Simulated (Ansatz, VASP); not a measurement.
**One calculation of Ge, two programs**

```
Ge
1.0
     4.02269    0.00000    0.00000
    -2.01134    3.48375    0.00000
     0.00000    0.00000   18.86852
Ge
4
Direct
  0.33333 0.66667 0.27476
  0.66667 0.33333 0.23849
  0.88889 0.77778 0.54156
  0.55556 0.11111 0.50530
```

Alike in both runs: task single point; functional PBE; dispersion D3(BJ); k mesh 9 × 9 × 1; occupations gaussian, width 0.1 eV; no spin polarisation.

|  | VASP | Ansatz |
| --- | --- | --- |
| version | VASP 6.6.1 | Ansatz 0.2.0 |
| potentials or method | VASP PAW PBE potentials, release 64 (Ge_d), cutoff 520 eV | scalar-relativistic, plane waves, PAW |
| valence electrons in the cell | 56 | 56 |

|  | VASP | Ansatz | Ansatz less VASP |
| --- | --- | --- | --- |
| gap on the k mesh at the Fermi level (eV) | 0.15 | 0.15 | 0.000 |
| least direct gap on the mesh (eV) | 0.15 | 0.15 | 0.000 |
| rms of the force components (eV/Å) | 0.046 | 0.046 | +0.0002 |

Atom by atom the forces differ by 0.001 eV/Å (rms over components).
